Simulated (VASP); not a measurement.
A run of VASP 6.6.1:

File POSCAR:

```
Ti
1.0
    3.0072299241      0.0000000000      0.0000000000
   -1.5036149620      2.6043375093      0.0000000000
    0.0000000000      0.0000000000      9.6145236991
Ti
4
Direct
    0.0000000000      0.0000000000      0.0000000000
    1.0000000000      0.0000000000      0.5000000000
    0.3333333333      0.6666666667      0.2500000000
    0.6666666667      0.3333333333      0.7500000000
```

File INCAR.step1:

```
  ALGO = Normal
  EDIFF = 1E-4
  ENCUT = 520
  GGA = PE
  ISMEAR = -1
  LASPH = T
  LCHARG = F
  LREAL = F
  LWAVE = T
  NBANDS = 32
  NELM = 60
  PREC = Accurate
  SIGMA = 0.1
```

File INCAR.step2:

```
  ALGO = Normal
  EDIFF = 1E-7
  ENCUT = 520
  ISIF = 2
  ISMEAR = -1
  ISTART = 1
  LASPH = T
  LCHARG = T
  LELF = T
  LMIXTAU = T
  LREAL = F
  LVHAR = T
  LWAVE = F
  METAGGA = R2SCAN
  NBANDS = 32
  NELM = 60
  PREC = Accurate
  SIGMA = 0.1
```

File KPOINTS:

```
k-points
0
Gamma
  14 14 4
```

Potentials or basis: VASP PAW PBE potentials, release 64 (Ti_sv).

Run with:

```bash
$ cat potpaw_PBE.64/Ti_sv/POTCAR > POTCAR
$ cp INCAR.step1 INCAR
$ mpirun -np 1 vasp_std > vasp.out
$ cp INCAR.step2 INCAR
$ mpirun -np 1 vasp_std > vasp.out
```

Hardware: 1 thread of Intel(R) Xeon(R) 6975P-C (Granite Rapids), on a shared host.

Task: Estimate the wall time of this run.

Result: Wall time 5 min on 1 thread of Intel(R) Xeon(R) 6975P-C (Granite Rapids), on a shared host, peak memory 0.28 GiB. Counts: k points 72.
